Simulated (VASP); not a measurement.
TcN2, 3 atoms in the cell. It takes space group Fm-3m (No. 225, cubic). Conventional cell: a = 4.889 Å, b = 4.889 Å, c = 4.889 Å, α = 90.00°, β = 90.00°, γ = 90.00°. Within 2.8 Å of Tc (site symmetry m-3m) lie 8 N at 2.12 Å. N (site symmetry -43m) has 4 Tc at 2.12 Å and 6 N at 2.44 Å within 2.8 Å. 

```yaml
Program: VASP 6.6.1
Task: single point
Functional: PBE
Potentials_or_basis: VASP PAW PBE potentials, release 64 (Tc_pv, N)
Cutoff: 600 eV
k_mesh: 9 × 9 × 9
Occupations: gaussian, width 0.025 eV
Spin: no spin polarisation
Dipole_correction: no
Further_INCAR_settings: ALGO = Normal; EDIFF = 1e-06; NBANDS = 18
```

Potentials or basis: VASP PAW PBE potentials, release 64 (Tc_pv, N).

Launch:

```console
$ cat potpaw_PBE.64/Tc_pv/POTCAR potpaw_PBE.64/N/POTCAR > POTCAR
$ mpirun -np 1 vasp_std > vasp.out
```

Hardware: 1 thread of Intel(R) Xeon(R) 6975P-C (Granite Rapids), on a shared host.

Task: How long does it take, and how much memory?

Result: Wall time 10 s on 1 thread of Intel(R) Xeon(R) 6975P-C (Granite Rapids), on a shared host, peak memory 0.16 GiB. Counts: scf iterations 15, k points 35.
